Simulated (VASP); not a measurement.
A run of VASP 6.6.1 is set up as follows.

Contents of INCAR:

```
SYSTEM = Cu
PREC = Accurate
ENCUT = 520
EDIFF = 1E-8
ISMEAR = -1
SIGMA = 0.05
LREAL = .False.
LASPH = .True.
NELM = 60
ALGO = Normal
ISIF = 2
LWAVE = .False.
LCHARG = .False.
GGA = PS
LEFG = .True.
NBANDS = 54
```

KPOINTS

```
regular mesh
0
Gamma
  8 8 8
  0 0 0
```

POSCAR

```
Cu
1.0
    0.0000000000      3.6150000000      3.6150000000
    3.6150000000      0.0000000000      3.6150000000
    3.6150000000      3.6150000000      0.0000000000
Cu
8
Direct
    0.0000000000      0.0000000000      0.0000000000
    0.0000000000      0.0000000000      0.5000000000
    0.0000000000      0.5000000000      0.0000000000
    0.0000000000      0.5000000000      0.5000000000
    0.5000000000      0.0000000000      0.0000000000
    0.5000000000      0.0000000000      0.5000000000
    0.5000000000      0.5000000000      0.0000000000
    0.5000000000      0.5000000000      0.5000000000
```

Potentials or basis: VASP PAW PBE potentials, release 64 (Cu).

The run is started by

```bash
$ cat potpaw_PBE.64/Cu/POTCAR > POTCAR
$ mpirun -np 1 vasp_std > vasp.out
```

Q: Estimate the pressure.

A: -5.7 GPa.

Q: Predict the band gap on the k mesh.

A: Zero (bands 44 and 45 overlap by 1.96 eV).

Caveat: the cell stands under tension; the PAW data sets were made with another functional, which shifts forces and pressure a little.
